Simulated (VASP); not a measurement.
# Be2ZnSe3 (I-4m2) in VASP: further runs

Be2ZnSe3 is run at these levels: PBE; tasks: single point, relaxation of cell and atoms.

Everything below comes from runs of VASP 6.6.1. Logs are shortened: lines on timing, memory, paths and dates and some standing lists are left out, and cuts for length are marked.

**1. The cell of the first run**

The structure is tetragonal, space group I-4m2 (No. 119). The conventional cell has a = 3.773 Å, b = 3.773 Å, c = 16.007 Å, α = 90.00°, β = 90.00°, γ = 90.00°. Within 3.1 Å of Be (site symmetry 2mm) lie 4 Se at 2.31 Å. Within 3.1 Å of Zn (site symmetry -4m2) lie 4 Se at 2.31 Å. Se (site symmetry 2mm) has 2 Zn at 2.31 Å and 2 Be at 2.31 Å within 3.1 Å. Se (site symmetry -4m2) has 4 Be at 2.31 Å within 3.1 Å.

**2. Single point, PBE**

Contents of INCAR:

```
PREC = Accurate ; ENCUT = 520
EDIFF = 1E-6 ; ISMEAR = 0
SIGMA = 0.1 ; LREAL = False
LASPH = True ; NELM = 80
ALGO = Normal ; ISIF = 2
LWAVE = False ; LCHARG = False
GGA = PE ; NBANDS = 26
```

Contents of KPOINTS:

```
Automatic mesh
0
Gamma
  6 6 6
```

Contents of POSCAR:

```
Be2ZnSe3
1.0
   -1.8863858900      1.8863858900      8.0032575100
    1.8863858900     -1.8863858900      8.0032575100
    1.8863858900      1.8863858900     -8.0032575100
Be Zn Se
2 1 3
Direct
    0.3333333300      0.3333333300      0.0000000000
    0.6666666700      0.6666666700      0.0000000000
    0.0000000000      0.0000000000      0.0000000000
    0.4166666700      0.9166666700      0.5000000000
    0.7500000000      0.2500000000      0.5000000000
    0.0833333300      0.5833333300      0.5000000000
```

Potentials or basis: VASP PAW PBE potentials, release 64 (Be, Zn, Se).

Run with:

```
$ cat potpaw_PBE.64/Be/POTCAR potpaw_PBE.64/Zn/POTCAR potpaw_PBE.64/Se/POTCAR > POTCAR
$ mpirun -np 1 vasp_std > vasp.out
```

OUTCAR:

```text
PREC = Accurate
   ENCUT = 520
   EDIFF = 1E-6
   ISMEAR = 0
   LREAL = False
   LASPH = True
   NELM = 80
   ISIF = 2
   GGA = PE

 ion  position               nearest neighbor table
   1  0.333  0.333  0.000-   5 2.31   5 2.31   4 2.31   4 2.31
   2  0.667  0.667  0.000-   5 2.31   5 2.31   6 2.31   6 2.31
   3  0.000  0.000  0.000-   6 2.31   4 2.31   6 2.31   4 2.31
   4  0.417  0.917  0.500-   3 2.31   3 2.31   1 2.31   1 2.31
   5  0.750  0.250  0.500-   1 2.31   2 2.31   1 2.31   2 2.31
   6  0.083  0.583  0.500-   3 2.31   3 2.31   2 2.31   2 2.31

  LATTYP: Found a body centered tetragonal cell.
 ALAT       =     3.7727717800
 C/A-ratio  =     4.2426406773

  Lattice vectors:

 A1 = (  -1.8863858900,   1.8863858900,   8.0032575100)
 A2 = (   1.8863858900,  -1.8863858900,   8.0032575100)
 A3 = (   1.8863858900,   1.8863858900,  -8.0032575100)

Analysis of symmetry for initial positions (statically):
=====================================================================
 Subroutine PRICEL returns:
 Original cell was already a primitive cell.

 Routine SETGRP: Setting up the symmetry group for a
 body centered tetragonal supercell.

 Subroutine GETGRP returns: Found  8 space group operations
 (whereof  8 operations were pure point group operations)
 out of a pool of 16 trial point group operations.

The static configuration has the point symmetry D_2d.

Analysis of symmetry for dynamics (positions and initial velocities):
=====================================================================
 Subroutine PRICEL returns:
 Original cell was already a primitive cell.

 Routine SETGRP: Setting up the symmetry group for a
 body centered tetragonal supercell.

 Subroutine GETGRP returns: Found  8 space group operations
 (whereof  8 operations were pure point group operations)
 out of a pool of 16 trial point group operations.

The dynamic configuration has the point symmetry D_2d.

 Subroutine INISYM returns: Found  8 space group operations
 (whereof  8 operations are pure point group operations),
 and found     1 'primitive' translations

----------------------------------------------------------------------------------------

                                     Primitive cell

  volume of cell :     113.9168

  direct lattice vectors                    reciprocal lattice vectors
    -1.886385890  1.886385890  8.003257510     0.000000000  0.265057114  0.062474561
     1.886385890 -1.886385890  8.003257510     0.265057114  0.000000000  0.062474561
     1.886385890  1.886385890 -8.003257510     0.265057114  0.265057114  0.000000000
[... 91 lines left out ...]
   NELM   =     80;   NELMIN=  2; NELMDL= -5     # of ELM steps
   EDIFF  = 0.1E-05   stopping-criterion for ELM
   LREAL  =      F    real-space projection
   EDIFFG = 0.1E-04   stopping-criterion for IOM
   NSW    =      0    number of steps for IOM
   IBRION =     -1    ionic relax: 0-MD 1-quasi-New 2-CG
   NFREE  =      0    steps in history (QN), initial steepest desc. (CG)
   ISIF   =      2    stress and relaxation
   ISYM   =      2    0-nonsym 1-usesym 2-fastsym
   POTIM  = 0.5000    time-step for ionic-motion
   TEBEG  =    0.0;   TEEND  =   0.0 temperature during run
   PSTRESS=    0.0 pullay stress
   NELECT =      34.0000    total number of electrons
   NUPDOWN=      -1.0000    fix difference up-down
   EMIN   =  10.00;   EMAX   =-10.00  energy-range for DOS
   EFERMI =   0.00;   METHOD = LEGACY
   ISMEAR =     0;   SIGMA  =   0.10  broadening in eV -4-tet -1-fermi 0-gaus
   EFERMI_NEDOS =   21; number of points for ismear=-14 and -15
   IALGO  =     38    algorithm
   IMIX   =      4    mixing-type and parameters
     AMIX     =   0.40;   BMIX     =  1.00
     AMIX_MAG =   1.60;   BMIX_MAG =  1.00
  volume/ion in A,a.u.               =      18.99       128.12
  Fermi-wavevector in a.u.,A,eV,Ry     =   1.094053  2.067461 16.285532  1.196953
  Thomas-Fermi vector in A             =   2.230351
   LORBIT       =      0    0 simple, 1 ext, 2 COOP (PROOUT), +10 PAW based schemes
   GGA     = PE    functional components
   LHFCALC =     F    Hartree Fock is set to
   AEXX    =    0.0000 exact exchange contribution
   IVDW    =     0    specifies the selected vdW correction
   LEPSILON=     F    determine dielectric tensor
   LRPA    =     F    only Hartree local field effects (RPA)
 non-spin polarized calculation
 Gauss-broadening in eV      SIGMA  =   0.10
  energy-cutoff  :      520.00
  volume of cell :      113.92
 maximum number of plane-waves:      3092
   NGX = 31   NGY = 31   NGZ = 31

 number of electron      34.0000008 magnetization

 Free energy of the ion-electron system (eV)
  ---------------------------------------------------
  ext. energy  EPLUGINS =         0.00000000
  ---------------------------------------------------
  free energy    TOTEN  =       -23.15538708 eV

  energy without entropy =      -23.15538708  energy(sigma->0) =      -23.15538708

 E-fermi :   3.2230     XC(G=0):  -9.3871

 val. band max:        2.7436457925   @ k =   0.0000   0.0000   0.0000
 cond. band min:       5.3926515631   @ k =   0.5000   0.5000   0.5000
 fundamental gap:      2.6490057706
 Fermi energy:         3.2229916533

 k-point     1 :       0.0000    0.0000    0.0000
  band No.  band energies     occupation
      1     -10.9833      2.00000
      2      -9.9779      2.00000
      3      -9.7924      2.00000
      4      -4.0437      2.00000
      5      -4.0437      2.00000
      6      -4.0317      2.00000
[... 685 lines left out ...]
     25       8.9396      0.00000
     26       9.7381      0.00000

 [... further k-points ...]
[... 5 lines left out ...]
  --------------------------------------------------------------------------------------
  -------------------------------------------------------------------------------------
  Total        2.1773604      2.1773604      2.1199600      0.0000000     -0.0000000     -0.0000000
  in kB       30.6233748     30.6233748     29.8160689      0.0000000     -0.0000000     -0.0000000
  external PRESSURE =      30.3542728 kB  Pullay stress =       0.0000000 kB

 VOLUME and BASIS-vectors are now :
 -----------------------------------------------------------------------------
  energy-cutoff  :      520.00
  volume of cell :      113.92
      direct lattice vectors                 reciprocal lattice vectors
    -1.886385890  1.886385890  8.003257510     0.000000000  0.265057114  0.062474561
     1.886385890 -1.886385890  8.003257510     0.265057114  0.000000000  0.062474561
     1.886385890  1.886385890 -8.003257510     0.265057114  0.265057114  0.000000000

 POSITION                                       TOTAL-FORCE (eV/Angst)
 -----------------------------------------------------------------------------------
      0.00000      0.00000      5.33550         0.000000      0.000000     -0.057224
      0.00000      0.00000     10.67101         0.000000      0.000000      0.057224
      0.00000      0.00000      0.00000         0.000000      0.000000     -0.000000
      1.88639      0.00000      6.66938        -0.000000     -0.000000     -2.141120
     -0.00000      1.88639      4.00163         0.000000      0.000000     -0.000000
      1.88639     -0.00000      1.33388        -0.000000     -0.000000      2.141120
 -----------------------------------------------------------------------------------
    total drift:                               -0.000001      0.000001      0.000000

  FREE ENERGIE OF THE ION-ELECTRON SYSTEM (eV)
  ---------------------------------------------------
  free  energy   TOTEN  =       -23.1553870779 eV

  energy  without entropy=      -23.1553870779  energy(sigma->0) =      -23.15538708
```

Wall time 3.6 min (1 thread of AMD EPYC 9R45 (Zen 5), shared host); peak memory 0.55 GiB.

Results:

- Free energy: -23.1554 eV
- Pressure: 3.0 GPa
- Largest force: 2.141 eV/Å
- Band gap on the k mesh: 2.65 eV (least direct gap 2.98 eV)

Forces in eV/Å, atoms in the order of the input:
```
Be   0.000  0.000 -0.057
Be   0.000  0.000  0.057
Zn   0.000  0.000  0.000
Se   0.000  0.000 -2.141
Se   0.000  0.000  0.000
Se   0.000  0.000  2.141
```

Levels at points of the mesh, in eV from the valence-band top:
| k point | band 13 | band 14 | band 15 | band 16 | band 17 | band 18 | band 19 | band 20 | band 21 | band 22 |
| --- | --- | --- | --- | --- | --- | --- | --- | --- | --- | --- |
| (0.00, 0.00, 0.00) | -1.97 | -1.97 | -0.02 | 0.00 | 0.00 | 2.99 | 3.03 | 3.36 | 4.53 | 4.55 |
| (0.50, 0.00, 0.00) | -2.24 | -1.24 | -1.22 | -1.03 | -0.77 | 3.53 | 4.44 | 4.68 | 5.80 | 5.94 |
| (0.50, 0.50, 0.00) | -3.16 | -3.01 | -2.98 | -2.54 | -2.52 | 2.67 | 3.88 | 4.31 | 4.58 | 5.46 |
| (0.50, 0.50, 0.50) | -1.48 | -1.10 | -1.10 | -0.67 | -0.67 | 2.65 | 3.84 | 3.91 | 4.66 | 4.85 |

Caveat: the cell stands under pressure; forces of over 1 eV/Å act on the atoms, so gaps and moduli don't describe the material at rest. A k mesh can miss the band edges.

**3. Single point, PBE**

This run uses another cell than the first one, of 19.32 Å³/atom.

Contents of INCAR:

```
PREC = Accurate
ENCUT = 520
EDIFF = 1E-6
ISMEAR = 0
SIGMA = 0.1
LREAL = False
LASPH = True
NELM = 80
ALGO = Normal
ISIF = 2
LWAVE = False
LCHARG = False
GGA = PE
NBANDS = 26
```

Contents of KPOINTS:

```
regular mesh
0
Gamma
  6 6 6
```

Contents of POSCAR:

```
Be2ZnSe3
1.0
   -1.8898812191      1.8898812191      8.1134796345
    1.8898812191     -1.8898812191      8.1134796345
    1.8898812191      1.8898812191     -8.1134796345
Be Zn Se
2 1 3
Direct
    0.3279425922      0.3279425922      0.0000000000
    0.6720574078      0.6720574078      0.0000000000
    0.0000000000      0.0000000000      0.0000000000
    0.4044921171      0.9044921171      0.5000000000
    0.7500000000      0.2500000000      0.5000000000
    0.0955078829      0.5955078829      0.5000000000
```

Potentials or basis: VASP PAW PBE potentials, release 64 (Be, Zn, Se).

Run with:

```
$ cat potpaw_PBE.64/Be/POTCAR potpaw_PBE.64/Zn/POTCAR potpaw_PBE.64/Se/POTCAR > POTCAR
$ mpirun -np 1 vasp_std > vasp.out
```

Wall time 4 min (1 thread of AMD EPYC 9R45 (Zen 5), shared host); peak memory 0.56 GiB.

It converged, with:

- Free energy: -23.5834 eV
- Pressure: 0.1 GPa
- Largest force: 0.014 eV/Å
- Band gap on the k mesh: 2.64 eV (least direct gap 2.66 eV)

Forces in eV/Å, atoms in the order of the input:
```
Be   0.000  0.000  0.005
Be   0.000  0.000 -0.005
Zn   0.000  0.000  0.000
Se   0.000  0.000 -0.014
Se   0.000  0.000  0.000
Se   0.000  0.000  0.014
```

Stress tensor (GPa, compression positive):
```
0.08 0.00 0.00
0.00 0.08 0.00
0.00 0.00 0.22
```

Levels at points of the mesh, in eV from the valence-band top:
```tsv
k point	band 15	band 16	band 17	band 18	band 19	band 20
(0.00, 0.00, 0.00)	-0.25	0.00	0.00	2.66	2.92	3.48
(0.50, 0.00, 0.00)	-1.46	-1.07	-0.46	3.27	4.34	4.50
(0.50, 0.50, 0.00)	-2.88	-2.46	-2.44	2.69	3.47	4.41
(0.50, 0.50, 0.50)	-1.23	-0.51	-0.51	2.64	3.75	4.03
```

A k mesh can miss the band edges.

**4. Single point, PBE**

This run uses another cell than the first one, of 19.30 Å³/atom.

Contents of INCAR:

```
  PREC = Accurate
  ENCUT = 520
  EDIFF = 1E-6
  ISMEAR = 0
  SIGMA = 0.02
  LREAL = False
  LASPH = True
  NELM = 60
  ALGO = Normal
  ISIF = 2
  LWAVE = False
  LCHARG = False
  GGA = PE
  NBANDS = 26
```

Contents of KPOINTS:

```
Automatic mesh
0
Gamma
  8 8 8
```

Contents of POSCAR:

```
Be2ZnSe3
1.0
   -1.8871845524      1.8871845524      8.1287057657
    1.8871845524     -1.8871845524      8.1287057657
    1.8871845524      1.8871845524     -8.1287057657
Be Zn Se
2 1 3
Direct
    0.3279990005      0.3279990005      0.0000000000
    0.6720009995      0.6720009995      0.0000000000
    0.0000000000      0.0000000000      0.0000000000
    0.4045472151      0.9045472151      0.5000000000
    0.7500000000      0.2500000000      0.5000000000
    0.0954527849      0.5954527849      0.5000000000
```

Run with:

```
$ cat potpaw_PBE.64/Be/POTCAR potpaw_PBE.64/Zn/POTCAR potpaw_PBE.64/Se/POTCAR > POTCAR
$ mpirun -np 1 vasp_std > vasp.out
```

It took 7.7 min on 1 thread of AMD EPYC 9R45 (Zen 5), shared host; peak memory 0.6 GiB.

The run converged. Its results:

```
Free energy            : -23.5873 eV
Pressure               : 0.2 GPa
Largest force          : 0.019 eV/Å
Band gap on the k mesh : 2.64 eV (least direct gap 2.67 eV)
```

Forces on the atoms (eV/Å):
```
Be   0.000  0.000  0.000
Be   0.000  0.000  0.000
Zn   0.000  0.000  0.000
Se   0.000  0.000 -0.019
Se   0.000  0.000  0.000
Se   0.000  0.000  0.019
```

Levels at points of the mesh, in eV from the valence-band top:
```tsv
k point	band 13	band 14	band 15	band 16	band 17	band 18	band 19	band 20	band 21	band 22
(0.00, 0.00, 0.00)	-1.82	-1.82	-0.26	0.00	0.00	2.67	2.92	3.48	4.36	4.84
(0.50, 0.00, 0.00)	-2.29	-1.46	-1.45	-1.09	-0.46	3.26	4.35	4.51	5.42	5.91
(0.50, 0.50, 0.00)	-3.10	-2.99	-2.88	-2.47	-2.45	2.68	3.45	4.39	4.43	5.30
(0.50, 0.50, 0.50)	-1.80	-1.23	-1.23	-0.51	-0.51	2.64	3.76	4.04	4.41	4.67
```

(Part 1 of 2 ends here.)
